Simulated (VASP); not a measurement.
A run of VASP 6.6.1 is set up as follows.

File POSCAR:

```
SiO2
1.0
    5.0605222284      0.0000000000      0.0000000000
   -2.5302611142      4.3825408062      0.0000000000
    0.0000000000      0.0000000000      5.5413533100
Si O
3 6
Direct
    0.5000000000      0.0000000000      0.0000000000
    0.5000000000      0.5000000000      0.6666666667
    0.0000000000      0.5000000000      0.3333333333
    0.2086053700      0.7913946300      0.1666666667
    0.2086053700      0.4172107400      0.5000000000
    0.4172107400      0.2086053700      0.8333333333
    0.7913946300      0.2086053700      0.1666666667
    0.7913946300      0.5827892600      0.5000000000
    0.5827892600      0.7913946300      0.8333333333
```

The input INCAR.step1:

```
SYSTEM = SiO2
PREC = Accurate
ENCUT = 660
ISMEAR = -1
SIGMA = 0.05
LREAL = .False.
LASPH = .True.
NELM = 120
GGA = PE
ALGO = Normal
EDIFF = 1E-5
LWAVE = .True.
LCHARG = .False.
GGA_COMPAT = .False.
IBRION = 2
ISIF = 3
EDIFFG = -0.005
NELMIN = 4
NSW = 100
```

File INCAR.step2:

```
SYSTEM = SiO2
PREC = Accurate
ENCUT = 660
EDIFF = 1E-7
ISMEAR = -1
SIGMA = 0.05
LREAL = .False.
LASPH = .True.
NELM = 120
ALGO = Normal
ISIF = 3
LWAVE = .False.
LCHARG = .False.
METAGGA = R2SCAN
LMIXTAU = .True.
IBRION = 2
NSW = 60
EDIFFG = -0.01
ISTART = 1
GGA_COMPAT = .False.
NELMIN = 4
```

KPOINTS

```
Automatic mesh
0
Gamma
  6 6 5
  0 0 0
```

Potentials or basis: VASP PAW PBE potentials, release 64 (Si, O).

Run with:

```sh
$ cat potpaw_PBE.64/Si/POTCAR potpaw_PBE.64/O/POTCAR > POTCAR
$ cp INCAR.step1 INCAR
$ mpirun -np 1 vasp_std > vasp.out
$ cp INCAR.step2 INCAR
$ mpirun -np 1 vasp_std > vasp.out
```

**Question.** What does it give for the band gap on the k mesh?

**Answer.** 6.30 eV (least direct gap 6.50 eV).

**Question.** Predict the relaxed cell.

**Answer.** a = 5.058 Å, b = 5.058 Å, c = 5.540 Å, α = 90.00°, β = 90.00°, γ = 120.00°.

**Question.** What does it give for the relaxed volume?

**Answer.** 13.64 Å³/atom.

Final structure:
```
Si O
1.0
     5.05840    0.00000    0.00000
    -2.52920    4.38070    0.00000
     0.00000    0.00000    5.54001
Si O
3 6
Direct
  0.50000 0.00000 0.00000
  0.50000 0.50000 0.66667
  0.00000 0.50000 0.33333
  0.20845 0.79155 0.16667
  0.20845 0.41690 0.50000
  0.41690 0.20845 0.83333
  0.79155 0.20845 0.16667
  0.79155 0.58310 0.50000
  0.58310 0.79155 0.83333
```

Caveat: the PAW data sets were made with another functional, which shifts forces and pressure a little; an odd mesh through Γ misses points on the zone boundary, where band edges can lie.
